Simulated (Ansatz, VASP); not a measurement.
## One calculation of Ge, two programs

```
Ge
1.0
    -2.62844    2.77566    1.43695
     2.62844   -2.77566    1.43695
     2.36335    2.52607   -1.43695
Ge
2
Direct
  0.18594 0.93594 0.25000
  0.81406 0.06406 0.75000
```

Change from the starting cell: strain -0.1000 x Voigt [0, 0, 0, 0, 0, 1], atoms carried along.

Alike in both runs: task single point; functional PBEsol; k mesh 20 × 20 × 20; occupations gaussian, width 0.15 eV; no spin polarisation.

|  | VASP | Ansatz |
| --- | --- | --- |
| version | VASP 6.6.1 | Ansatz 0.2.0 |
| potentials or method | VASP PAW PBE potentials, release 64 (Ge_d), cutoff 520 eV | scalar-relativistic, plane waves, PAW |
| valence electrons in the cell | 28 | 28 |

|  | VASP | Ansatz | Ansatz less VASP |
| --- | --- | --- | --- |
| gap on the k mesh at the Fermi level (eV) | none | none | - |
| pressure (GPa) | -2.0 | -2.1 | -0.05 |
| traceless stress, the component that is largest in VASP (GPa) | 4.13 | 4.14 | +0.004 |
| rms of the force components (eV/Å) | 0.018 | 0.017 | -0.0005 |

VASP's potentials were made for PBE, not for PBEsol. Atom by atom the forces differ by 0.000 eV/Å (rms over components). A gap of «none» marks a metal or a gap that the smearing closes.
